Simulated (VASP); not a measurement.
Runs of VASP 6.6.1 on Co. The structure is that of space group P6_3/mmc (No. 194), or close to it. The cells are those of the table. 

```tsv
task	spin	cell	k mesh	cutoff (eV)	smearing	gap on the mesh (eV)	pressure (GPa)
relaxation of cell and atoms	off	relaxed from a = 2.507, b = 2.507, c = 4.069 Å, angles 90.0, 90.0, 120.0°, 2 atoms	14 × 14 × 8	600	fermi-dirac 0.1 eV	none	0.1
single point	collinear, ferromagnetic start	a = 2.512, b = 2.512, c = 4.056 Å, angles 90.0, 90.0, 120.0°, 2 atoms	23 × 23 × 13	520	fermi-dirac 0.05 eV	none	-0.8
single point	off	a = 2.473, b = 2.473, c = 3.983 Å, angles 90.0, 90.0, 120.0°, 2 atoms	24 × 24 × 13	520	fermi-dirac 0.1 eV	none	(a)
single point	off	a = 2.473, b = 2.473, c = 3.983 Å, angles 90.0, 90.0, 120.0°, 2 atoms	14 × 14 × 8	520	fermi-dirac 0.1 eV	none	-0.6
```

Alike in all rows: level revPBE; potentials or basis VASP PAW PBE potentials, release 64 (Co).

Q: Estimate the missing entries.

A: (a) -0.3.

Caveats: the PAW data sets were made with another functional, which shifts forces and pressure a little.

A gap of «none» marks levels without a gap at the run's occupations.
